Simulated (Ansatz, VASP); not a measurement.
## BP: VASP beside Ansatz

```
CELL_PARAMETERS angstrom
0.00000 2.08924 2.08924
2.08924 0.00000 2.08924
2.08924 2.08924 0.00000
ATOMIC_POSITIONS crystal
B 0.00000 0.00000 0.00000
P 0.50000 0.50000 0.50000
```

Change from the starting cell: volume scaled by 0.94, crystal datasets.

Alike in both runs: task single point; functional LDA; k mesh 15 × 15 × 15; occupations fermi-dirac, width 0.1 eV; no spin polarisation.

|  | VASP | Ansatz |
| --- | --- | --- |
| version | VASP 6.6.1 | Ansatz 0.2.0 |
| potentials or method | VASP PAW LDA potentials, release 64 (B, P), cutoff 500 eV | all-electron PAW with datasets made for the crystal, scalar-relativistic |

```csv
,VASP,Ansatz,Ansatz less VASP
pressure (GPa),11.9,11.9,+0.06
```

LDA's correlation is that of Perdew and Zunger in VASP and of Perdew and Wang (1992) in Ansatz. Ansatz ran all-electron here, and VASP with PAW potentials.
